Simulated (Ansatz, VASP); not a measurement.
**TiB2 in VASP and in Ansatz**

File INCAR:

```
PREC = Accurate ; ENCUT = 520
EDIFF = 1E-7 ; ISMEAR = 0
SIGMA = 0.05 ; LREAL = False
LASPH = True ; NELM = 80
ALGO = Normal ; ISIF = 2
LWAVE = False ; LCHARG = False
GGA = PS ; NBANDS = 16
```

Contents of KPOINTS:

```
Automatic mesh
0
Gamma
  12 12 10
```

File POSCAR:

```
TiB2
1.0
    3.0292000000      0.0000000000      0.0000000000
   -1.5146000000      2.6233641531      0.0000000000
    0.0000000000      0.0000000000      3.2284000000
Ti B
1 2
Direct
    0.0000000000      0.0000000000      0.0000000000
    0.3333333333      0.6666666667      0.5000000000
    0.6666666667      0.3333333333      0.5000000000
```

Input for Ansatz:

```yaml
crystal:
  lattice:
    - [3.0292, 0.0, 0.0]
    - [-1.5146, 2.6233641531, 0.0]
    - [0.0, 0.0, 3.2284]
  atoms:
    - { symbol: Ti, position: [0.0, 0.0, 0.0] }
    - { symbol: B, position: [0.3333333333, 0.6666666667, 0.5] }
    - { symbol: B, position: [0.6666666667, 0.3333333333, 0.5] }
basis:
  ecutwfc: 420
  fft_grid_basis: typed
kpoints:
  mp_grid: { grid: [12, 12, 10] }
hamiltonian:
  xc: pbesol
  pseudopotentials: { kind: paw }
scf:
  occupations: { method: gaussian, width: 0.05 }
output:
  forces: true
  stress: true
  eigenvalues: true
  bader: true
  write_density: true
  volumetric_format: npy
```

Alike in both runs: task single point; functional PBEsol; k mesh 12 × 12 × 10; occupations gaussian, width 0.05 eV; no spin polarisation.

```csv
,VASP,Ansatz
version,VASP 6.6.1,Ansatz 0.2.0
potentials or method,"VASP PAW PBE potentials, release 64 (Ti_sv, B), cutoff 520 eV","scalar-relativistic, plane waves, PAW"
valence electrons in the cell,18,18
```

Ansatz gave:

| Quantity | Value |
| --- | --- |
| gap on the k mesh at the Fermi level (eV) | none |
| pressure (GPa) | -5.1 |
| traceless stress, the component that is largest in VASP (GPa) | -1.75 |

Task: Estimate VASP's values.

Result: gap on the k mesh at the Fermi level (eV): none; pressure (GPa): -4.8; traceless stress, the component that is largest in VASP (GPa): -1.82.

VASP's potentials were made for PBE, not for PBEsol. A gap of «none» marks a metal or a gap that the smearing closes.
